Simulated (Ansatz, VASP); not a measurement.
Two plane-wave programs on Ti3Ag

```
CELL_PARAMETERS angstrom
3.98926 0.00000 0.00000
0.00000 3.98926 0.00000
0.00000 0.00000 3.98509
ATOMIC_POSITIONS crystal
Ti 0.00000 0.50000 0.50000
Ti 0.50000 0.00000 0.50000
Ti 0.50000 0.50000 0.00000
Ag 0.00000 0.00000 0.00000
```

Alike in both runs: task relaxation of cell and atoms; functional LDA; k mesh 10 × 10 × 10; occupations fermi-dirac, width 0.15 eV; no spin polarisation.

|  | VASP | Ansatz |
| --- | --- | --- |
| version | VASP 6.6.1 | Ansatz 0.2.0 |
| potentials or method | VASP PAW LDA potentials, release 64 (Ti_sv, Ag), cutoff 600 eV | scalar-relativistic, plane waves, PAW |
| valence electrons in the cell | 47 | 55 |

```csv
,VASP,Ansatz,Ansatz less VASP
"gap on the k mesh at the Fermi level, each at its own relaxed structure (eV)",none,none,-
relaxed volume (Å³/atom),15.93,15.92,-0.007
relaxed cell length with the largest relative difference (Å),3.994,3.994,-0.0007
```

LDA's correlation is that of Perdew and Zunger in VASP and of Perdew and Wang (1992) in Ansatz. A gap of «none» marks a metal or a gap that the smearing closes. VASP's potentials hold 47 valence electrons a cell and Ansatz's 55, so a difference there can come from the potentials and not from the codes.
